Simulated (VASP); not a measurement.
Wanted: the native input for a VASP 6.6.1 run.

```
Task                   : single point
Functional             : PBEsol
Potentials or basis    : VASP PAW PBE potentials, release 64 (In_d)
Cutoff                 : 520 eV
k mesh                 : 10 × 10 × 10
Occupations            : fermi-dirac, width 0.05 eV
Spin                   : no spin polarisation
Dipole correction      : no
Further INCAR settings : ALGO = Normal; EDIFF = 1e-06; NBANDS = 12
```

The structure of In lies in POSCAR:

```
In
1.0
   -1.9213442775      1.9213442775      1.8072242304
    1.9213442775     -1.9213442775      1.8072242304
    1.9213442775      1.9213442775     -1.8072242304
In
1
Direct
    0.0000000000      0.0000000000      0.0000000000
```

One way to write it, as run:

INCAR

```
PREC = Accurate ; ENCUT = 520
EDIFF = 1E-6 ; ISMEAR = -1
SIGMA = 0.05 ; LREAL = F
LASPH = T ; NELM = 60
ALGO = Normal ; ISIF = 2
LWAVE = F ; LCHARG = F
GGA = PS ; NBANDS = 12
```

KPOINTS

```
regular mesh
0
Gamma
  10 10 10
```

Potentials or basis: VASP PAW PBE potentials, release 64 (In_d).

Command:

```bash
$ cat potpaw_PBE.64/In_d/POTCAR > POTCAR
$ mpirun -np 1 vasp_std > vasp.out
```

Results of the run:

* Pressure: -1.3 GPa

Caveat: the PAW data sets were made with another functional, which shifts forces and pressure a little.

Run time: 11 s on 1 thread of AMD EPYC 9R45 96-Core Processor (Zen 5), on a shared host, peak memory 0.12 GiB.
